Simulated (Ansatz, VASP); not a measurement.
# One calculation of HgTe, two programs

```
CELL_PARAMETERS angstrom
0.00000 3.07712 3.07712
3.07712 0.00000 3.07712
3.07712 3.07712 0.00000
ATOMIC_POSITIONS crystal
Hg 0.00000 0.00000 0.00000
Te 0.50000 0.50000 0.50000
```

Alike in both runs: task single point; functional PBE; k mesh 4 × 4 × 4; occupations methfessel-paxton of order 1, width 0.048 eV; collinear spin.

```csv
,VASP,Ansatz
version,VASP 6.6.1,Ansatz 0.2.0
potentials or method,"VASP PAW PBE potentials, release 64 (Hg, Te), cutoff 500 eV","scalar-relativistic, plane waves, PAW"
valence electrons in the cell,18,36
```

```csv
,VASP,Ansatz,Ansatz less VASP
gap on the k mesh at the Fermi level (eV),none,none,-
pressure (GPa),1.2,1.0,-0.13
net moment per atom (μB),0.00,0.00,-0.002
```

A gap of «none» marks a metal or a gap that the smearing closes. VASP's potentials hold 18 valence electrons a cell and Ansatz's 36, so a difference there can come from the potentials and not from the codes. Ansatz's warnings: no starting moments, stability check not made.

The k mesh is coarse, so the values compare programs but aren't converged. Neither program's run includes spin-orbit coupling.
